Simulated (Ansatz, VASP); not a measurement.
# One calculation of CrN2, two programs

File INCAR:

```
SYSTEM = CrN2
PREC = Accurate ; ENCUT = 520
EDIFF = 1E-6 ; ISMEAR = -1
SIGMA = 0.05 ; LREAL = .FALSE.
LASPH = .TRUE. ; NELM = 150
ALGO = Normal ; ISIF = 2
LWAVE = .FALSE. ; LCHARG = .FALSE.
ISPIN = 2 ; MAGMOM = 4.5 4.5 0 0 0 0
LORBIT = 11 ; LMAXMIX = 4
GGA = PS ; NBANDS = 35
```

KPOINTS

```
regular mesh
0
G
  7 6 10
  0 0 0
```

File POSCAR:

```
CrN2
1.0
    3.9017860000      0.0000000000      0.0000000000
    0.0000000000      4.8095120000      0.0000000000
    0.0000000000      0.0000000000      2.7841700000
Cr N
2 4
Direct
    0.0000000000      0.0000000000      0.0000000000
    0.5000000000      0.5000000000      0.5000000000
    0.8661700000      0.5887750000      0.0000000000
    0.1338300000      0.4112250000      0.0000000000
    0.3661700000      0.9112250000      0.5000000000
    0.6338300000      0.0887750000      0.5000000000
```

The input input.yaml:

```yaml
crystal:
  lattice:
    - [3.901786, 0.0, 0.0]
    - [0.0, 4.809512, 0.0]
    - [0.0, 0.0, 2.78417]
  atoms:
    - { symbol: Cr, position: [0.0, 0.0, 0.0], spin: 4.5 }
    - { symbol: Cr, position: [0.5, 0.5, 0.5], spin: 4.5 }
    - { symbol: "N", position: [0.86617, 0.588775, 0.0] }
    - { symbol: "N", position: [0.13383, 0.411225, 0.0] }
    - { symbol: "N", position: [0.36617, 0.911225, 0.5] }
    - { symbol: "N", position: [0.63383, 0.088775, 0.5] }
hamiltonian:
  xc: pbesol
  pseudopotentials: { kind: paw }
magnetization:
  spin_polarized: true
kpoints:
  mp_grid: { grid: [7, 6, 10] }
scf:
  occupations: { method: fermi_dirac, width: 0.05 }
output:
  forces: true
  stress: true
  eigenvalues: true
```

Alike in both runs: task single point; functional PBEsol; k mesh 7 × 6 × 10; occupations fermi-dirac, width 0.05 eV; collinear spin.

|  | VASP | Ansatz |
| --- | --- | --- |
| version | VASP 6.6.1 | Ansatz 0.2.0 |
| potentials or method | VASP PAW PBE potentials, release 64 (Cr_pv, N) | Ansatz PAW |
| plane-wave cutoff (eV) | 520 | 420 |
| valence electrons in the cell | 44 | 48 |

VASP gave:

| Property | Result |
| --- | --- |
| gap on the k mesh at the Fermi level (eV) | none |
| pressure (GPa) | -9.7 |
| traceless stress, the component that is largest in VASP (GPa) | 0.87 |
| rms of the force components (eV/Å) | 0.051 |
| net moment per atom (μB) | 0.71 |
| size of the moment on the site where the two differ most (μB) | 2.20 |

Problem. Estimate Ansatz's values.

Solution. gap on the k mesh at the Fermi level (eV): none; pressure (GPa): -10.1; traceless stress, the component that is largest in VASP (GPa): 1.16; rms of the force components (eV/Å): 0.030; net moment per atom (μB): 0.71; size of the moment on the site where the two differ most (μB): 1.87.

VASP's potentials were made for PBE, not for PBEsol. Site moments also hang on the region over which each program counts them. Atom by atom the forces differ by 0.033 eV/Å (rms over components). A gap of «none» marks a metal or a gap that the smearing closes. VASP's potentials hold 44 valence electrons a cell and Ansatz's 48, so a difference there can come from the potentials and not from the codes.
